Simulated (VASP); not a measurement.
## SiGe: single point with LDA

SiGe:

```
Si Ge
1.0
     4.09230    0.00000    0.00000
    -2.04615    3.54404    0.00000
     0.00000    0.00000    6.17488
Si Ge
2 2
Direct
  0.66667 0.33333 0.87450
  0.33333 0.66667 0.37450
  0.66667 0.33333 0.50050
  0.33333 0.66667 0.00050
```

This cell differs from its parent crystal: volume 22.389 Å^3 an atom, c/a of the conventional cell 1.5089.

```
Program                : VASP 6.6.1
Task                   : single point
Functional             : LDA
Potentials or basis    : VASP PAW LDA potentials, release 64 (Si, Ge_d)
Cutoff                 : 520 eV
k mesh                 : 12 × 12 × 6
Occupations            : gaussian, width 0.03 eV
Spin                   : no spin polarisation
Dipole correction      : no
Further INCAR settings : ALGO = Normal; EDIFF = 1e-07; NBANDS = 26
```

- Pressure: -4.3 GPa
- Largest force: 0.955 eV/Å
- Band gap on the k mesh: zero (band 18 reaches 5.01 eV, above the bottom of band 19 at 4.75 eV)

Forces in eV/Å, atoms in the order of the input:
```
Si   0.000  0.000  0.955
Si   0.000  0.000  0.955
Ge   0.000  0.000 -0.955
Ge   0.000  0.000 -0.955
```

Stress tensor (GPa, compression positive):
```
-10.08   0.00   0.00
  0.00 -10.08   0.00
  0.00   0.00   7.32
```

Levels at points of the mesh, in eV from the Fermi level:
| k point | band 16 | band 17 | band 18 | band 19 | band 20 | band 21 |
| --- | --- | --- | --- | --- | --- | --- |
| (0.00, 0.00, 0.00) | -0.55 | -0.26 | 0.13 | 0.13 | 0.97 | 1.62 |
| (0.50, 0.00, 0.00) | -3.22 | -2.92 | -1.16 | 0.10 | 2.06 | 3.01 |
| (0.00, 0.00, 0.50) | -1.14 | -1.14 | -1.14 | 0.51 | 0.51 | 2.88 |
| (0.50, 0.00, 0.50) | -2.45 | -2.15 | -2.15 | 0.66 | 0.66 | 2.28 |

Run time: 100 s on 1 thread of Intel(R) Xeon(R) Platinum 8488C (Sapphire Rapids) (shared host), peak memory 0.26 GiB.
